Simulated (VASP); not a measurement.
A run of VASP 6.6.1:

INCAR

```
ALGO = Normal
EDIFF = 1E-6
ENCUT = 520
GGA = PE
ISIF = 2
ISMEAR = -1
LASPH = T
LCHARG = F
LREAL = F
LWAVE = F
NBANDS = 20
NELM = 60
PREC = Accurate
SIGMA = 0.1
```

Contents of KPOINTS:

```
k-points
0
Gamma
  11 11 6
```

Contents of POSCAR:

```
AlCo
1.0
    2.6691995558      0.0000000000      0.0000000000
   -1.3345997779      2.3115946231      0.0000000000
    0.0000000000      0.0000000000      7.4915250831
Co Al
2 2
Direct
    0.0000000000      0.0000000000      0.0000000000
    0.0000000000      0.0000000000      0.5000000000
    0.3333333333      0.6666666667      0.2500000000
    0.6666666667      0.3333333333      0.7500000000
```

Potentials or basis: VASP PAW PBE potentials, release 64 (Co, Al).

Command:

```sh
$ cat potpaw_PBE.64/Co/POTCAR potpaw_PBE.64/Al/POTCAR > POTCAR
$ mpirun -np 1 vasp_std > vasp.out
```

Hardware: 1 thread of Intel(R) Xeon(R) Platinum 8259CL CPU @ 2.50GHz (Skylake/Cascade Lake) (shared host).

**Question.** How long does it take, and how much memory?

**Answer.** Run time: 74 s on 1 thread of Intel(R) Xeon(R) Platinum 8259CL CPU @ 2.50GHz (Skylake/Cascade Lake), with other jobs on the host, peak memory 0.19 GiB. Counts: scf iterations 14, k points 64.
